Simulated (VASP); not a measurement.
**TiB2: relaxation of cell and atoms with PBEsol**

TiB2:

```
CELL_PARAMETERS angstrom
0.00000 2.38000 2.38000
2.38000 0.00000 2.38000
2.38000 2.38000 0.00000
ATOMIC_POSITIONS crystal
Ti 0.00000 0.00000 0.00000
B 0.25000 0.25000 0.25000
B 0.75000 0.75000 0.75000
```

| Property | Result |
| --- | --- |
| Program | VASP 6.6.1 |
| Task | relaxation of cell and atoms |
| Functional | PBEsol |
| Potentials or basis | VASP PAW PBE potentials, release 64 (Ti_sv, B) |
| Cutoff | 500 eV |
| k mesh | 9 × 9 × 9 |
| Occupations | fermi-dirac, width 0.05 eV |
| Spin | no spin polarisation |
| Target pressure | 15 GPa |
| Dipole correction | no |
| Further INCAR settings | ALGO = Normal; EDIFF = 1e-07; IBRION = 2; EDIFFG = -0.03; NSW = 80; ISIF = 3 |

- Relaxed volume: 9.89 Å³/atom
- Relaxed cell: a = 3.475 Å, b = 3.475 Å, c = 3.475 Å, α = 60.00°, β = 60.00°, γ = 60.00°
- Space group after relaxing (to 0.1 Å): Fm-3m (No. 225)
- Energy change on relaxing (the run minimises the enthalpy): -145.2 meV/atom
- Ionic steps: 3
- Pressure after relaxing: 14.7 GPa
- Band gap on the k mesh: zero (bands 9 and 10 overlap by 1.87 eV)

Step by step:
| step | energy change (eV) | largest force (eV/Å) | pressure (GPa) | volume (Å³) |
| --- | --- | --- | --- | --- |
| 1 | 0.0000 | 0.0000 | 38.65 | 26.96 |
| 2 | -0.5392 | 0.0000 | -1.78 | 32.48 |
| 3 | -0.4357 | 0.0000 | 14.73 | 29.66 |

Final structure:
```xyz
3
Lattice="0.0000 2.4568 2.4568 2.4568 0.0000 2.4568 2.4568 2.4568 0.0000" Properties=species:S:1:pos:R:3 pbc="T T T"
Ti    0.0000    0.0000    0.0000
B     1.2284    1.2284    1.2284
B     3.6853    3.6853    3.6853
```

Levels at points of the mesh, in eV from the Fermi level:
```csv
k point,band 6,band 7,band 8,band 9,band 10,band 11,band 12,band 13
"(0.00, 0.00, 0.00)",-3.70,-3.70,-3.70,1.38,1.38,1.91,5.61,5.61
```

It took 78 s on 1 thread of Intel(R) Xeon(R) Platinum 8375C CPU @ 2.90GHz (Ice Lake) (shared host), peak memory 0.16 GiB.

Caveat: the cell is relaxed towards a set pressure, so the run minimises the enthalpy, not the energy; the PAW data sets were made with another functional, which shifts forces and pressure a little.
